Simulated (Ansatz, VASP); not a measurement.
# TiAl3 in VASP and in Ansatz

```
CELL_PARAMETERS angstrom
2.83968 0.00000 0.00000
0.00000 4.68126 0.00000
0.00000 0.00000 4.90074
ATOMIC_POSITIONS crystal
Ti 0.00000 0.50000 0.16592
Al 0.50000 0.50000 0.66727
Al 0.50000 0.00000 0.33091
Al 0.00000 0.00000 0.83590
```

Alike in both runs: task single point; functional PBE; k mesh 22 × 14 × 12; occupations gaussian, width 0.1 eV; no spin polarisation.

```csv
,VASP,Ansatz
version,VASP 6.6.1,Ansatz 0.2.0
potentials or method,"VASP PAW PBE potentials, release 64 (Ti_sv, Al), cutoff 520 eV","scalar-relativistic, plane waves, PAW"
valence electrons in the cell,21,21
```

Ansatz gave:

- gap on the k mesh at the Fermi level (eV): none
- pressure (GPa): 0.0
- traceless stress, the component that is largest in VASP (GPa): -1.23
- rms of the force components (eV/Å): 0.016

Estimate VASP's values.

gap on the k mesh at the Fermi level (eV): none; pressure (GPa): -0.1; traceless stress, the component that is largest in VASP (GPa): -1.24; rms of the force components (eV/Å): 0.016.

Atom by atom the forces differ by 0.001 eV/Å (rms over components). A gap of «none» marks a metal or a gap that the smearing closes. With one functional, cell and mesh, what is left measures potentials, basis and numerics.
